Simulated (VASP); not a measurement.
SiC, 4 atoms in the cell. It takes space group P6_3mc (No. 186, hexagonal). Conventional cell: a = 3.136 Å, b = 3.136 Å, c = 5.147 Å, α = 90.00°, β = 90.00°, γ = 120.00°. Within 2.5 Å of Si (site symmetry 3m) lie 4 C at 1.91 to 1.98 Å. Within 2.5 Å of C (site symmetry 3m) lie 4 Si at 1.91 to 1.98 Å. 

* Program: VASP 6.6.1
* Task: single point
* Functional: PBEsol
* Dispersion: D4
* Potentials or basis: VASP PAW PBE potentials, release 64 (Si, C)
* Cutoff: 520 eV
* k mesh: 10 × 10 × 5
* Occupations: fermi-dirac, width 0.05 eV
* Spin: no spin polarisation
* Dipole correction: no
* Further INCAR settings: ALGO = Normal; EDIFF = 1e-07; NBANDS = 16

Potentials or basis: VASP PAW PBE potentials, release 64 (Si, C).

Command:

```bash
$ cat potpaw_PBE.64/Si/POTCAR potpaw_PBE.64/C/POTCAR > POTCAR
$ mpirun -np 1 vasp_std > vasp.out
```

Hardware: 1 thread of Intel(R) Xeon(R) Platinum 8488C (Sapphire Rapids), on a shared host.

How long does it take, and how much memory?

It took 16 s on 1 thread of Intel(R) Xeon(R) Platinum 8488C (Sapphire Rapids), on a shared host, peak memory 0.16 GiB. Counts: scf iterations 14, k points 42.
